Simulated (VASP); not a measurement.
# TiAl (Amm2) in VASP: a series of runs

Runs on TiAl. Level: r2SCAN. Tasks: single point.

Program: VASP 6.6.1. These are calculated values, not measurements. Logs are shortened: lines on timing, memory, paths and dates and some standing lists are left out, and cuts for length are marked.

## Step 1: The cell of the first run

The structure is orthorhombic, space group Amm2 (No. 38). The conventional cell has a = 4.678 Å, b = 2.853 Å, c = 4.966 Å, α = 90.00°, β = 90.00°, γ = 90.00°. Within 3.8 Å of Ti (site symmetry mm2) lie 6 Ti at 2.85 to 2.86 Å and 6 Al at 2.86 to 2.87 Å. Al (site symmetry mm2) has 6 Al at 2.85 to 2.86 Å and 6 Ti at 2.86 to 2.87 Å within 3.8 Å.

## Step 2: Single point, r2SCAN (strain -0.0050 x Voigt [1, 0, 0, 0, 0, 0])

POSCAR reads:

```
TiAl
1.0
    2.8529259215      0.0000000000      0.0000000000
   -1.4264629607      2.4831219328      0.0000000000
    0.0000000000      0.0000000000      4.6780830000
Ti Al
1 1
Direct
    0.0000000000      0.0000000000      0.0000000000
    0.3333333333      0.6666666667      0.5000000000
```

INCAR.step1 reads:

```
ALGO = Normal
EDIFF = 1E-4
ENCUT = 520
GGA = PE
ISMEAR = 0
LASPH = True
LCHARG = False
LREAL = False
LWAVE = True
NBANDS = 14
NELM = 100
PREC = Accurate
SIGMA = 0.15
```

INCAR.step2 reads:

```
ALGO = Normal
EDIFF = 1E-6
ENCUT = 520
ISIF = 2
ISMEAR = 0
ISTART = 1
LASPH = True
LCHARG = False
LMIXTAU = True
LREAL = False
LWAVE = False
METAGGA = R2SCAN
NBANDS = 14
NELM = 100
PREC = Accurate
SIGMA = 0.15
```

KPOINTS reads:

```
k-points
0
Gamma
  18 18 10
```

Potentials or basis: VASP PAW PBE potentials, release 64 (Ti_sv, Al).

Launch:

```
$ cat potpaw_PBE.64/Ti_sv/POTCAR potpaw_PBE.64/Al/POTCAR > POTCAR
$ cp INCAR.step1 INCAR
$ mpirun -np 1 vasp_std > vasp.out
$ cp INCAR.step2 INCAR
$ mpirun -np 1 vasp_std > vasp.out
```

OUTCAR:

```text
EDIFF = 1E-6
   ENCUT = 520
   ISIF = 2
   ISMEAR = 0
   ISTART = 1
   LASPH = True
   LREAL = False
   METAGGA = R2SCAN
   NELM = 100
   PREC = Accurate

 ion  position               nearest neighbor table
   1  0.000  0.000  0.000-   2 2.86   2 2.86   2 2.86   2 2.86   2 2.87   2 2.87
   2  0.333  0.667  0.500-   1 2.86   1 2.86   1 2.86   1 2.86   1 2.87   1 2.87

  LATTYP: Found a base centered orthorhombic cell.
 ALAT       =     2.8529259215
 B/A-ratio  =     1.7407545805
 C/A-ratio  =     1.6397492009

  Lattice vectors:

 A1 = (   1.4264629607,  -2.4831219328,   0.0000000000)
 A2 = (   1.4264629608,   2.4831219328,   0.0000000000)
 A3 = (   0.0000000000,   0.0000000000,   4.6780830000)

Analysis of symmetry for initial positions (statically):
=====================================================================
 Subroutine PRICEL returns:
 Original cell was already a primitive cell.

 Routine SETGRP: Setting up the symmetry group for a
 base centered orthorhombic supercell.

 Subroutine GETGRP returns: Found  4 space group operations
 (whereof  4 operations were pure point group operations)
 out of a pool of  8 trial point group operations.

The static configuration has the point symmetry C_2v.

Analysis of symmetry for dynamics (positions and initial velocities):
=====================================================================
 Subroutine PRICEL returns:
 Original cell was already a primitive cell.

 Routine SETGRP: Setting up the symmetry group for a
 base centered orthorhombic supercell.

 Subroutine GETGRP returns: Found  4 space group operations
 (whereof  4 operations were pure point group operations)
 out of a pool of  8 trial point group operations.

The dynamic configuration has the point symmetry C_2v.

 Subroutine INISYM returns: Found  4 space group operations
 (whereof  4 operations are pure point group operations),
 and found     1 'primitive' translations

----------------------------------------------------------------------------------------

                                     Primitive cell

  volume of cell :      33.1403

  direct lattice vectors                    reciprocal lattice vectors
     2.852925921  0.000000000  0.000000000     0.350517338  0.201359423  0.000000000
    -1.426462961  2.483121933  0.000000000     0.000000000  0.402718846  0.000000000
     0.000000000  0.000000000  4.678083000     0.000000000  0.000000000  0.213762774

  length of vectors
[... 92 lines left out ...]
   PSTRESS=    0.0 pullay stress
   NELECT =      15.0000    total number of electrons
   NUPDOWN=      -1.0000    fix difference up-down
   EMIN   =  10.00;   EMAX   =-10.00  energy-range for DOS
   EFERMI =   0.00;   METHOD = LEGACY
   ISMEAR =     0;   SIGMA  =   0.15  broadening in eV -4-tet -1-fermi 0-gaus
   EFERMI_NEDOS =   21; number of points for ismear=-14 and -15
   IALGO  =     38    algorithm
   IMIX   =      4    mixing-type and parameters
     AMIX     =   0.40;   BMIX     =  1.00
     AMIX_MAG =   1.60;   BMIX_MAG =  1.00
  volume/ion in A,a.u.               =      16.57       111.82
  Fermi-wavevector in a.u.,A,eV,Ry     =   1.256955  2.375301 21.496336  1.579936
  Thomas-Fermi vector in A             =   2.390638
   LORBIT       =      0    0 simple, 1 ext, 2 COOP (PROOUT), +10 PAW based schemes
   METAGGA = R2SCAN    functional components
   LHFCALC =     F    Hartree Fock is set to
   AEXX    =    0.0000 exact exchange contribution
   IVDW    =     0    specifies the selected vdW correction
   LEPSILON=     F    determine dielectric tensor
   LRPA    =     F    only Hartree local field effects (RPA)
 non-spin polarized calculation
 Gauss-broadening in eV      SIGMA  =   0.15
  energy-cutoff  :      520.00
  volume of cell :       33.14
 maximum number of plane-waves:       908
 NGX is ok and might be reduce to    24
   NGX = 11   NGY = 11   NGZ = 17

 number of electron      15.0000001 magnetization

 Free energy of the ion-electron system (eV)
  ---------------------------------------------------
  ext. energy  EPLUGINS =         0.00000000
  ---------------------------------------------------
  free energy    TOTEN  =       -20.24700913 eV

  energy without entropy =      -20.22183109  energy(sigma->0) =      -20.23442011

 E-fermi :   7.8925     XC(G=0): -11.7696

 val. band max:        7.8911803997   @ k =  -0.3333   0.1667   0.3000
 cond. band min:       7.8925770558   @ k =   0.3889   0.2778   0.3000
 fundamental gap:      0.0013966562
 Fermi energy:         7.8925309997

 k-point     1 :       0.0000    0.0000    0.0000
  band No.  band energies     occupation
      1     -50.9535      2.00000
      2     -26.2303      2.00000
      3     -25.7933      2.00000
      4     -25.7883      2.00000
      5      -1.5918      2.00000
      6       5.4437      2.00000
      7       5.7767      2.00000
      8       9.3008      0.00000
      9       9.3688      0.00000
     10      10.9767      0.00000
     11      10.9919      0.00000
     12      12.0993      0.00000
     13      21.5487      0.00000
     14      21.6925      0.00000
[... 377 lines left out ...]
      1     -50.8999      2.00000
      2     -26.1778      2.00000
      3     -26.1101      2.00000
      4     -25.8707      2.00000
      5       0.0874      2.00000
      6       6.0688      2.00000
      7       6.8204      2.00000
      8       8.2084      0.00290
      9      10.5366      0.00000
     10      10.5565      0.00000
     11      11.3910      0.00000
     12      12.3369      0.00000
     13      14.0195      0.00000
     14      17.0476      0.00000

 [... further k-points ...]

------------------------ aborting loop because EDIFF is reached ----------------------------------------

  FORCE on cell =-STRESS in cart. coord.  units (eV):
  Direction    XX          YY          ZZ          XY          YZ          ZX
  --------------------------------------------------------------------------------------
  -------------------------------------------------------------------------------------
  Total        0.0993006     -0.0048127     -0.3884121     -0.0000000      0.0000000      0.0000000
  in kB        4.8007166     -0.2326708    -18.7778921     -0.0000000      0.0000000      0.0000000
  external PRESSURE =      -4.7366154 kB  Pullay stress =       0.0000000 kB

 VOLUME and BASIS-vectors are now :
 -----------------------------------------------------------------------------
  energy-cutoff  :      520.00
  volume of cell :       33.14
      direct lattice vectors                 reciprocal lattice vectors
     2.852925921  0.000000000  0.000000000     0.350517338  0.201359423  0.000000000
    -1.426462961  2.483121933  0.000000000     0.000000000  0.402718846  0.000000000
     0.000000000  0.000000000  4.678083000     0.000000000  0.000000000  0.213762774

 POSITION                                       TOTAL-FORCE (eV/Angst)
 -----------------------------------------------------------------------------------
      0.00000      0.00000      0.00000         0.000000      0.017326      0.000000
     -0.00000      1.65541      2.33904        -0.000000     -0.017326      0.000000
 -----------------------------------------------------------------------------------
    total drift:                               -0.000001     -0.000046     -0.000000

  FREE ENERGIE OF THE ION-ELECTRON SYSTEM (eV)
  ---------------------------------------------------
  free  energy   TOTEN  =       -20.2470091278 eV

  energy  without entropy=      -20.2218310872  energy(sigma->0) =      -20.23442011
```

OUTCAR.step1:

```text
EDIFF = 1E-4
   ENCUT = 520
   GGA = PE
   ISMEAR = 0
   LASPH = True
[... 631 lines left out ...]
 -----------------------------------------------------------------------------------
      0.00000      0.00000      0.00000         0.000000      0.015115      0.000000
     -0.00000      1.65541      2.33904        -0.000000     -0.015115      0.000000
 -----------------------------------------------------------------------------------
    total drift:                                0.000000     -0.000053      0.000000

  FREE ENERGIE OF THE ION-ELECTRON SYSTEM (eV)
  ---------------------------------------------------
  free  energy   TOTEN  =       -12.0957177608 eV

  energy  without entropy=      -12.0681924691  energy(sigma->0) =      -12.08195511
```

It took 5.7 min on 1 thread of Intel Xeon 6975P-C (Granite Rapids), shared host; peak memory 0.37 GiB.

What came out:

| Item | Value |
| --- | --- |
| Free energy | -20.2470 eV |
| Pressure | -0.5 GPa |
| Largest force | 0.017 eV/Å |

Forces on the atoms (eV/Å):
```
Ti   0.000  0.017  0.000
Al   0.000 -0.017  0.000
```

Stress tensor (GPa, compression positive):
```
 0.48  0.00  0.00
 0.00 -0.02  0.00
 0.00  0.00 -1.88
```

Caveat: the cell differs from its parent crystal (strain -0.0050 x Voigt [1, 0, 0, 0, 0, 0]); the PAW data sets were made with another functional, which shifts forces and pressure a little.

## Step 3: Single point, r2SCAN (strain +0.0050 x Voigt [1, 0, 0, 0, 0, 0])

POSCAR reads:

```
TiAl
1.0
    2.8815985438      0.0000000000      0.0000000000
   -1.4407992719      2.4831219328      0.0000000000
    0.0000000000      0.0000000000      4.6780830000
Ti Al
1 1
Direct
    0.0000000000      0.0000000000      0.0000000000
    0.3333333333      0.6666666667      0.5000000000
```

INCAR.step1 reads:

```
  PREC = Accurate
  ENCUT = 520
  ISMEAR = 0
  SIGMA = 0.15
  LREAL = False
  LASPH = True
  NELM = 100
  NBANDS = 14
  GGA = PE
  ALGO = Normal
  EDIFF = 1E-4
  LWAVE = True
  LCHARG = False
```

INCAR.step2 reads:

```
  PREC = Accurate
  ENCUT = 520
  EDIFF = 1E-6
  ISMEAR = 0
  SIGMA = 0.15
  LREAL = False
  LASPH = True
  NELM = 100
  ALGO = Normal
  ISIF = 2
  LWAVE = False
  LCHARG = True
  METAGGA = R2SCAN
  LMIXTAU = True
  LELF = True
  LVHAR = True
  NBANDS = 14
  ISTART = 1
```

KPOINTS reads:

```
Automatic mesh
0
Gamma
  18 18 10
```

Potentials or basis: VASP PAW PBE potentials, release 64 (Ti_sv, Al).

Launch:

```
$ cat potpaw_PBE.64/Ti_sv/POTCAR potpaw_PBE.64/Al/POTCAR > POTCAR
$ cp INCAR.step1 INCAR
$ mpirun -np 1 vasp_std > vasp.out
$ cp INCAR.step2 INCAR
$ mpirun -np 1 vasp_std > vasp.out
```

OUTCAR:

```text
PREC = Accurate
   ENCUT = 520
   EDIFF = 1E-6
   ISMEAR = 0
   LREAL = False
   LASPH = True
   NELM = 100
   ISIF = 2
   METAGGA = R2SCAN
   ISTART = 1

 ion  position               nearest neighbor table
   1  0.000  0.000  0.000-   2 2.87   2 2.87   2 2.87   2 2.87   2 2.87   2 2.87
   2  0.333  0.667  0.500-   1 2.87   1 2.87   1 2.87   1 2.87   1 2.87   1 2.87

  Warning from LATTYP: Monoclinic adjustment (A1->A3, A2->A1, A3->A2)!
  LATTYP: Found a base centered orthorhombic cell.
 ALAT       =     2.8815985438
[... 602 lines left out ...]

  FORCE on cell =-STRESS in cart. coord.  units (eV):
  Direction    XX          YY          ZZ          XY          YZ          ZX
  --------------------------------------------------------------------------------------
  -------------------------------------------------------------------------------------
  Total       -0.2638648     -0.1622814     -0.5253031      0.0000000      0.0000000      0.0000000
  in kB      -12.6296889     -7.7674732    -25.1432326      0.0000000      0.0000000      0.0000000
  external PRESSURE =     -15.1801316 kB  Pullay stress =       0.0000000 kB

 VOLUME and BASIS-vectors are now :
 -----------------------------------------------------------------------------
  energy-cutoff  :      520.00
  volume of cell :       33.47
      direct lattice vectors                 reciprocal lattice vectors
     2.881598544  0.000000000  0.000000000     0.347029603  0.201359423  0.000000000
    -1.440799272  2.483121933  0.000000000     0.000000000  0.402718846  0.000000000
     0.000000000  0.000000000  4.678083000     0.000000000  0.000000000  0.213762774

 POSITION                                       TOTAL-FORCE (eV/Angst)
 -----------------------------------------------------------------------------------
      0.00000      0.00000      0.00000         0.000000     -0.017153      0.000000
     -0.00000      1.65541      2.33904         0.000000      0.017153      0.000000
 -----------------------------------------------------------------------------------
    total drift:                               -0.000002      0.000136      0.000000

  FREE ENERGIE OF THE ION-ELECTRON SYSTEM (eV)
  ---------------------------------------------------
  free  energy   TOTEN  =       -20.2462675006 eV

  energy  without entropy=      -20.2206334422  energy(sigma->0) =      -20.23345047
```

OUTCAR.step1:

```text
PREC = Accurate
   ENCUT = 520
   ISMEAR = 0
   LREAL = False
   LASPH = True
[... 633 lines left out ...]
      0.00000      0.00000      0.00000         0.000000     -0.014965      0.000000
     -0.00000      1.65541      2.33904        -0.000000      0.014965      0.000000
 -----------------------------------------------------------------------------------
    total drift:                                0.000000      0.000080     -0.000000

  FREE ENERGIE OF THE ION-ELECTRON SYSTEM (eV)
  ---------------------------------------------------
  free  energy   TOTEN  =       -12.0972501887 eV

  energy  without entropy=      -12.0691498984  energy(sigma->0) =      -12.08320004
```

It took 5.8 min on 1 thread of Intel Xeon 6975P-C (Granite Rapids), shared host; peak memory 0.37 GiB.

What came out:

```
Free energy   : -20.2463 eV
Pressure      : -1.5 GPa
Largest force : 0.017 eV/Å
```

Forces in eV/Å, atoms in the order of the input:
```
Ti   0.000 -0.017  0.000
Al   0.000  0.017  0.000
```

Caveat: the cell differs from its parent crystal (strain +0.0050 x Voigt [1, 0, 0, 0, 0, 0]); the PAW data sets were made with another functional, which shifts forces and pressure a little.

## Step 4: Single point, r2SCAN (strain +0.0100 x Voigt [1, 0, 0, 0, 0, 0])

POSCAR reads:

```
TiAl
1.0
    2.8959348550      0.0000000000      0.0000000000
   -1.4479674275      2.4831219328      0.0000000000
    0.0000000000      0.0000000000      4.6780830000
Ti Al
1 1
Direct
    0.0000000000      0.0000000000      0.0000000000
    0.3333333333      0.6666666667      0.5000000000
```

INCAR.step1 reads:

```
SYSTEM = TiAl
PREC     = Accurate       ! precision mode
ENCUT    = 520            ! plane-wave cutoff, eV
ISMEAR   = 0              ! smearing method
SIGMA    = 0.15           ! smearing width, eV
LREAL    = .FALSE.        ! projectors in reciprocal space
LASPH    = .TRUE.         ! aspherical terms in the spheres
NELM     = 100            ! most SCF steps
NBANDS   = 14             ! bands
GGA      = PE             ! functional
ALGO     = Normal         ! electronic algorithm
EDIFF    = 1E-4           ! SCF threshold, eV
LWAVE    = .TRUE.         ! write WAVECAR
LCHARG   = .FALSE.        ! write CHGCAR
```

INCAR.step2 reads:

```
SYSTEM = TiAl
PREC     = Accurate       ! precision mode
ENCUT    = 520            ! plane-wave cutoff, eV
EDIFF    = 1E-7           ! SCF threshold, eV
ISMEAR   = 0              ! smearing method
SIGMA    = 0.15           ! smearing width, eV
LREAL    = .FALSE.        ! projectors in reciprocal space
LASPH    = .TRUE.         ! aspherical terms in the spheres
NELM     = 100            ! most SCF steps
ALGO     = Normal         ! electronic algorithm
ISIF     = 2              ! what is computed and relaxed
LWAVE    = .FALSE.        ! write WAVECAR
LCHARG   = .TRUE.         ! write CHGCAR
METAGGA  = R2SCAN         ! meta-GGA
LMIXTAU  = .TRUE.       
LELF     = .TRUE.         ! ELF
LVHAR    = .TRUE.       
NBANDS   = 14             ! bands
ISTART   = 1
```

KPOINTS reads:

```
Automatic mesh
0
G
  18 18 10
  0 0 0
```

Launch:

```
$ cat potpaw_PBE.64/Ti_sv/POTCAR potpaw_PBE.64/Al/POTCAR > POTCAR
$ cp INCAR.step1 INCAR
$ mpirun -np 1 vasp_std > vasp.out
$ cp INCAR.step2 INCAR
$ mpirun -np 1 vasp_std > vasp.out
```

Wall time 8.3 min (1 thread of Intel Xeon 6975P-C (Granite Rapids), shared host); peak memory 0.38 GiB.

Results (log left out):

```
Free energy   : -20.2446 eV
Pressure      : -2.0 GPa
Largest force : 0.034 eV/Å
```

Forces in eV/Å, atoms in the order of the input:
```
Ti   0.000 -0.034  0.000
Al   0.000  0.034  0.000
```

Stress tensor (GPa, compression positive):
```
-2.09  0.00  0.00
 0.00 -1.14  0.00
 0.00  0.00 -2.82
```

Levels at points of the mesh, in eV from the Fermi level:
```tsv
k point	band 4	band 5	band 6	band 7	band 8	band 9	band 10	band 11	band 12	band 13
(0.00, 0.00, 0.00)	-33.74	-9.39	-2.40	-2.04	1.35	1.48	3.00	3.03	4.22	13.40
(0.50, 0.00, 0.00)	-33.87	-3.91	-3.04	-1.52	-0.98	2.35	4.12	4.23	4.26	5.53
(0.00, 0.50, 0.00)	-33.89	-3.86	-2.94	-1.50	-0.97	2.29	4.14	4.23	4.33	5.64
(0.00, 0.00, 0.50)	-33.74	-8.46	-5.60	-0.40	1.36	1.50	2.92	2.95	7.15	11.50
(0.50, 0.00, 0.50)	-33.87	-3.81	-2.58	-1.88	0.35	1.04	2.14	3.24	4.12	6.71
(0.00, 0.50, 0.50)	-33.89	-3.75	-2.50	-1.88	0.44	1.08	2.07	3.28	4.14	6.78
```

Caveat: the cell differs from its parent crystal (strain +0.0100 x Voigt [1, 0, 0, 0, 0, 0]); the PAW data sets were made with another functional, which shifts forces and pressure a little.

## Step 5: The runs side by side

```tsv
cell	gap on the mesh (eV)	pressure (GPa)	largest force (eV/Å)
a = 2.853, b = 2.864, c = 4.678 Å, angles 90.0, 90.0, 119.9°, 2 atoms	none	-0.5	0.02
a = 2.882, b = 2.871, c = 4.678 Å, angles 90.0, 90.0, 120.1°, 2 atoms	none	-1.5	0.02
a = 2.896, b = 2.874, c = 4.678 Å, angles 90.0, 90.0, 120.2°, 2 atoms	none	-2.0	0.03
```

Alike in all rows: task single point; level r2SCAN; potentials or basis VASP PAW PBE potentials, release 64 (Ti_sv, Al); no spin polarisation; k mesh 18 × 18 × 10; cutoff (eV) 520; smearing gaussian 0.15 eV.

Caveats: the PAW data sets were made with another functional, which shifts forces and pressure a little.

Total energies depend on the potentials used, so only differences within one code and one set of settings carry meaning.
